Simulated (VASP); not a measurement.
# Cr2O3 (R-3c) in VASP: single point with PBE

Aim: the single point of Cr2O3 with PBE.

Everything below comes from runs of VASP 6.6.1. Logs are shortened: lines on timing, memory, paths and dates and some standing lists are left out, and cuts for length are marked.

### Step 1. The cell of the first run

Symmetry: R-3c, No. 167, trigonal system. Conventional cell: a = 4.959 Å, b = 4.959 Å, c = 13.594 Å, α = 90.00°, β = 90.00°, γ = 120.00°. Within 2.7 Å of Cr (site symmetry 3) lie 6 O at 1.97 to 2.01 Å and 1 Cr at 2.65 Å. O (site symmetry 2) has 4 Cr at 1.97 to 2.01 Å and 12 O at 2.62 to 2.99 Å within 3.0 Å.

### Step 2. Single point, PBE, collinear spin, antiferromagnetic start

Contents of INCAR:

```
SYSTEM = Cr2O3
  ALGO = Normal
  EDIFF = 1E-6
  ENCUT = 600
  GGA = PE
  GGA_COMPAT = .False.
  ISIF = 2
  ISMEAR = -1
  ISPIN = 2
  LASPH = .True.
  LCHARG = .False.
  LMAXMIX = 4
  LORBIT = 11
  LREAL = .False.
  LWAVE = .False.
  MAGMOM = 3 -3 3 -3 0 0 0 0 0 0
  NBANDS = 57
  NELM = 200
  PREC = Accurate
  SIGMA = 0.05
```

Contents of KPOINTS:

```
k-points
0
Gamma
  4 4 4
  0 0 0
```

Contents of POSCAR:

```
Cr2O3
1.0
    2.4793500000     -1.4314533899      4.5313333333
    0.0000000000      2.8629067798      4.5313333333
   -2.4793500000     -1.4314533899      4.5313333333
Cr O
4 6
Direct
    0.1525000000      0.1525000000      0.1525000000
    0.3475000000      0.3475000000      0.3475000000
    0.6525000000      0.6525000000      0.6525000000
    0.8475000000      0.8475000000      0.8475000000
    0.5556000000      0.9444000000      0.2500000000
    0.2500000000      0.5556000000      0.9444000000
    0.9444000000      0.2500000000      0.5556000000
    0.4444000000      0.0556000000      0.7500000000
    0.7500000000      0.4444000000      0.0556000000
    0.0556000000      0.7500000000      0.4444000000
```

Potentials or basis: VASP PAW PBE potentials, release 64 (Cr_pv, O).

Run with:

```sh
cat potpaw_PBE.64/Cr_pv/POTCAR potpaw_PBE.64/O/POTCAR > POTCAR
mpirun -np 1 vasp_std > vasp.out
```

OUTCAR:

```text
SYSTEM = Cr2O3
   EDIFF = 1E-6
   ENCUT = 600
   GGA = PE
   ISIF = 2
   ISMEAR = -1
   ISPIN = 2
   LASPH = .True.
   LORBIT = 11
   LREAL = .False.
   NELM = 200
   PREC = Accurate

 ion  position               nearest neighbor table
   1  0.153  0.153  0.153-   9 1.97  10 1.97   8 1.97   6 2.01   5 2.01   7 2.01   2 2.65   4 2.89
                             4 2.89   4 2.89
   2  0.347  0.347  0.347-   8 1.97  10 1.97   9 1.97   6 2.01   5 2.01   7 2.01   1 2.65   3 2.89
                             3 2.89   3 2.89
   3  0.653  0.653  0.653-   5 1.97   7 1.97   6 1.97   8 2.01   9 2.01  10 2.01   4 2.65   2 2.89
                             2 2.89   2 2.89
   4  0.847  0.847  0.847-   6 1.97   7 1.97   5 1.97   8 2.01   9 2.01  10 2.01   3 2.65   1 2.89
                             1 2.89   1 2.89
   5  0.556  0.944  0.250-   3 1.97   4 1.97   1 2.01   2 2.01
   6  0.250  0.556  0.944-   4 1.97   3 1.97   1 2.01   2 2.01
   7  0.944  0.250  0.556-   3 1.97   4 1.97   1 2.01   2 2.01
   8  0.444  0.056  0.750-   2 1.97   1 1.97   3 2.01   4 2.01
   9  0.750  0.444  0.056-   1 1.97   2 1.97   3 2.01   4 2.01
  10  0.056  0.750  0.444-   2 1.97   1 1.97   3 2.01   4 2.01

  LATTYP: Found a trigonal (rhomboedric) cell.
 ALAT       =     5.3599642730
 COS(alpha) =     0.5720609844

  Lattice vectors:

 A1 = (   2.4793500000,  -1.4314533899,   4.5313333333)
 A2 = (   0.0000000000,   2.8629067798,   4.5313333333)
 A3 = (  -2.4793500000,  -1.4314533899,   4.5313333333)

Analysis of symmetry for initial positions (statically):
=====================================================================
 Subroutine PRICEL returns:
 Original cell was already a primitive cell.

 Routine SETGRP: Setting up the symmetry group for a
 trigonal (rhombohedral) supercell.

 Subroutine GETGRP returns: Found 12 space group operations
 (whereof  6 operations were pure point group operations)
 out of a pool of 12 trial point group operations.

The static configuration has the point symmetry S_6 .
 The point group associated with its full space group is D_3d.

Analysis of symmetry for dynamics (positions and initial velocities):
=====================================================================
 Subroutine PRICEL returns:
 Original cell was already a primitive cell.

 Routine SETGRP: Setting up the symmetry group for a
 trigonal (rhombohedral) supercell.

 Subroutine GETGRP returns: Found 12 space group operations
 (whereof  6 operations were pure point group operations)
 out of a pool of 12 trial point group operations.

The dynamic configuration has the point symmetry S_6 .
 The point group associated with its full space group is D_3d.

Analysis of structural, dynamic, and magnetic symmetry:
=====================================================================
 Subroutine PRICEL returns:
 Original cell was already a primitive cell.

 Routine SETGRP: Setting up the symmetry group for a
 trigonal (rhombohedral) supercell.

 Subroutine GETGRP returns: Found 12 space group operations
 (whereof  6 operations were pure point group operations)
 out of a pool of 12 trial point group operations.

The overall configuration has the point symmetry S_6 .
 The point group associated with its full space group is D_3d.

 Subroutine INISYM returns: Found 12 space group operations
 (whereof  6 operations are pure point group operations),
 and found     1 'primitive' translations

----------------------------------------------------------------------------------------

                                     Primitive cell

  volume of cell :      96.4922

  direct lattice vectors                    reciprocal lattice vectors
     2.479350000 -1.431453390  4.531333333     0.201665759 -0.116431780  0.073561866
     0.000000000  2.862906780  4.531333333     0.000000000  0.232863561  0.073561866
    -2.479350000 -1.431453390  4.531333333    -0.201665759 -0.116431780  0.073561866

  length of vectors
     5.359964273  5.359964273  5.359964273     0.244206441  0.244206441  0.244206441

  position of ions in fractional coordinates (direct lattice)
     0.152500000  0.152500000  0.152500000
     0.347500000  0.347500000  0.347500000
     0.652500000  0.652500000  0.652500000
     0.847500000  0.847500000  0.847500000
     0.555600000  0.944400000  0.250000000
[... 65 lines left out ...]
   ions per type =               4   6
   NGX,Y,Z   is equivalent  to a cutoff of  14.89, 14.89, 14.89 a.u.
   NGXF,Y,Z  is equivalent  to a cutoff of  29.78, 29.78, 29.78 a.u.
 SYSTEM =  Cr2O3
   PREC   = accura    normal or accurate (medium, high low for compatibility)
   ISTART =      0    job   : 0-new  1-cont  2-samecut
   ICHARG =      2    charge: 1-file 2-atom 10-const
   ISPIN  =      2    spin polarized calculation?
   LNONCOLLINEAR =      F non collinear calculations
   LSORBIT =      F    spin-orbit coupling
   LASPH  =      T    aspherical Exc in radial PAW
   ENCUT  =  600.0 eV  44.10 Ry    6.64 a.u.  10.71 10.71 10.71*2*pi/ulx,y,z
   NELM   =    200;   NELMIN=  2; NELMDL= -5     # of ELM steps
   EDIFF  = 0.1E-05   stopping-criterion for ELM
   LREAL  =      F    real-space projection
[... 7 lines left out ...]
   TEBEG  =    0.0;   TEEND  =   0.0 temperature during run
   PSTRESS=    0.0 pullay stress
   NELECT =      84.0000    total number of electrons
   NUPDOWN=      -1.0000    fix difference up-down
   EMIN   =  10.00;   EMAX   =-10.00  energy-range for DOS
   EFERMI =   0.00;   METHOD = LEGACY
   ISMEAR =    -1;   SIGMA  =   0.05  broadening in eV -4-tet -1-fermi 0-gaus
   EFERMI_NEDOS =   21; number of points for ismear=-14 and -15
   IALGO  =     38    algorithm
   IMIX   =      4    mixing-type and parameters
     AMIX     =   0.40;   BMIX     =  1.00
     AMIX_MAG =   1.60;   BMIX_MAG =  1.00
  volume/ion in A,a.u.               =       9.65        65.12
  Fermi-wavevector in a.u.,A,eV,Ry     =   1.563161  2.953947 33.245476  2.443474
  Thomas-Fermi vector in A             =   2.665973
   LORBIT       =     11    0 simple, 1 ext, 2 COOP (PROOUT), +10 PAW based schemes
   GGA     = PE    functional components
   LHFCALC =     F    Hartree Fock is set to
   AEXX    =    0.0000 exact exchange contribution
   IVDW    =     0    specifies the selected vdW correction
   LEPSILON=     F    determine dielectric tensor
   LRPA    =     F    only Hartree local field effects (RPA)
 spin polarized calculation
  energy-cutoff  :      600.00
  volume of cell :       96.49
 maximum number of plane-waves:      3241
 NGX is ok and might be reduce to    48
   NGX = 21   NGY = 21   NGZ = 21

 number of electron      84.0000010 magnetization       0.0000000

 number of electron      84.0000010 magnetization      -0.0000000

 Free energy of the ion-electron system (eV)
  ---------------------------------------------------
  ext. energy  EPLUGINS =         0.00000000
  ---------------------------------------------------
  free energy    TOTEN  =       -87.76172924 eV

  energy without entropy =      -87.76172915  energy(sigma->0) =      -87.76172919

 E-fermi :   7.6598     XC(G=0): -12.1005

 val. band max:        6.8246517064   @ k =  -0.2500   0.2500  -0.0000
 cond. band min:       8.4671863205   @ k =   0.2500   0.2500   0.2500
 fundamental gap:      1.6425346141
 Fermi energy:         7.6598265043

 spin component 1

 k-point     1 :       0.0000    0.0000    0.0000
  band No.  band energies     occupation
      1     -37.3992      1.00000
      2     -37.3992      1.00000
      3     -37.3831      1.00000
      4     -37.3831      1.00000
      5     -37.3666      1.00000
      6     -37.3446      1.00000
[... 730 lines left out ...]
     53      10.8283      0.00000
     54      10.8283      0.00000
 Fermi energy:         7.6598265043

 spin component 2

 k-point     1 :       0.0000    0.0000    0.0000
  band No.  band energies     occupation
      1     -37.3992      1.00000
      2     -37.3992      1.00000
      3     -37.3831      1.00000
      4     -37.3831      1.00000
      5     -37.3666      1.00000
      6     -37.3446      1.00000
[... 730 lines left out ...]
     53      10.8283      0.00000
     54      10.8283      0.00000
 [bands above 54 left out]

------------------------ aborting loop because EDIFF is reached ----------------------------------------

  FORCE on cell =-STRESS in cart. coord.  units (eV):
  Direction    XX          YY          ZZ          XY          YZ          ZX
  --------------------------------------------------------------------------------------
  -------------------------------------------------------------------------------------
  Total        1.5972944      1.5972944      2.3493032      0.0000000     -0.0000000      0.0000000
  in kB       26.5218144     26.5218144     39.0083283      0.0000000     -0.0000000      0.0000000
  external PRESSURE =      30.6839857 kB  Pullay stress =       0.0000000 kB

 VOLUME and BASIS-vectors are now :
 -----------------------------------------------------------------------------
  energy-cutoff  :      600.00
  volume of cell :       96.49
      direct lattice vectors                 reciprocal lattice vectors
     2.479350000 -1.431453390  4.531333333     0.201665759 -0.116431780  0.073561866
     0.000000000  2.862906780  4.531333333     0.000000000  0.232863561  0.073561866
    -2.479350000 -1.431453390  4.531333333    -0.201665759 -0.116431780  0.073561866

 POSITION                                       TOTAL-FORCE (eV/Angst)
 -----------------------------------------------------------------------------------
      0.00000      0.00000      2.07308         0.000000     -0.000000      0.142580
      0.00000      0.00000      4.72391         0.000000     -0.000000     -0.142580
      0.00000      0.00000      8.87008         0.000000     -0.000000      0.142580
      0.00000      0.00000     11.52091         0.000000     -0.000000     -0.142580
      0.75769      1.55055      7.92983         0.136220     -0.235940     -0.000000
     -1.72166     -0.11910      7.92983         0.136220      0.235940      0.000000
      0.96397     -1.43145      7.92983        -0.272440     -0.000000      0.000000
     -0.75769     -1.55055      5.66417        -0.136220      0.235940     -0.000000
      1.72166      0.11910      5.66417        -0.136220     -0.235940      0.000000
     -0.96397      1.43145      5.66417         0.272440     -0.000000      0.000000
 -----------------------------------------------------------------------------------
    total drift:                               -0.000000      0.000000     -0.000000

  FREE ENERGIE OF THE ION-ELECTRON SYSTEM (eV)
  ---------------------------------------------------
  free  energy   TOTEN  =       -87.7617292389 eV

  energy  without entropy=      -87.7617291497  energy(sigma->0) =      -87.76172919

 total charge

# of ion       s       p       d       tot
------------------------------------------
    1        0.297   6.351   4.093  10.741
    2        0.297   6.351   4.093  10.741
    3        0.297   6.351   4.093  10.741
    4        0.297   6.351   4.093  10.741
    5        1.554   3.502   0.000   5.056
    6        1.554   3.502   0.000   5.056
    7        1.554   3.502   0.000   5.056
    8        1.554   3.502   0.000   5.056
    9        1.554   3.502   0.000   5.056
   10        1.554   3.502   0.000   5.056
--------------------------------------------------
tot         10.510  46.415  16.373  73.298

 magnetization (x)

# of ion       s       p       d       tot
------------------------------------------
    1        0.016   0.027   2.606   2.649
    2       -0.016  -0.027  -2.606  -2.649
    3        0.016   0.027   2.606   2.649
    4       -0.016  -0.027  -2.606  -2.649
    5        0.000   0.000   0.000   0.000
    6        0.000   0.000   0.000   0.000
    7        0.000   0.000   0.000   0.000
    8        0.000   0.000   0.000   0.000
    9        0.000   0.000   0.000   0.000
   10        0.000   0.000   0.000   0.000
--------------------------------------------------
tot          0.000   0.000   0.000   0.000
```

It took 11 min on 1 thread of Intel Xeon 8259CL, shared host; peak memory 0.47 GiB.

Results:

- Free energy: -87.7617 eV
- Pressure: 3.1 GPa
- Largest force: 0.272 eV/Å
- Band gap on the k mesh: 1.64 eV (least direct gap 1.68 eV)
- Net moment: 0.00 μB per cell
- Site moments: Cr +2.65, -2.65 (each value once); O +0.00 μB
- Valence electrons inside the program's atomic spheres: Cr 10.74; O 5.06

Forces on the atoms (eV/Å):
```
Cr   0.000  0.000  0.143
Cr   0.000  0.000 -0.143
Cr   0.000  0.000  0.143
Cr   0.000  0.000 -0.143
O    0.136 -0.236  0.000
O    0.136  0.236  0.000
O   -0.272  0.000  0.000
O   -0.136  0.236  0.000
O   -0.136 -0.236  0.000
O    0.272  0.000  0.000
```

Levels at points of the mesh, in eV from the valence-band top:
Spin up:
| k point | band 40 | band 41 | band 42 | band 43 | band 44 | band 45 |
| --- | --- | --- | --- | --- | --- | --- |
| (0.00, 0.00, 0.00) | -0.25 | -0.25 | -0.08 | 1.87 | 1.87 | 2.08 |
| (0.50, 0.00, 0.00) | -0.26 | -0.16 | -0.16 | 2.05 | 2.05 | 2.26 |
| (0.50, 0.50, 0.00) | -0.51 | -0.09 | -0.01 | 1.67 | 1.86 | 2.01 |
| (0.50, 0.50, 0.50) | -0.39 | -0.26 | -0.26 | 1.88 | 1.88 | 1.88 |
Spin down:
```tsv
k point	band 39	band 40	band 41	band 42	band 43	band 44	band 45	band 46
(0.00, 0.00, 0.00)	-0.83	-0.25	-0.25	-0.08	1.87	1.87	2.08	2.08
(0.50, 0.00, 0.00)	-0.26	-0.26	-0.16	-0.16	2.05	2.05	2.26	2.26
(0.50, 0.50, 0.00)	-0.61	-0.51	-0.09	-0.01	1.67	1.86	2.01	2.22
(0.50, 0.50, 0.50)	-0.39	-0.39	-0.26	-0.26	1.88	1.88	1.88	1.88
```

Caveat: the cell stands under pressure. A k mesh can miss the band edges.
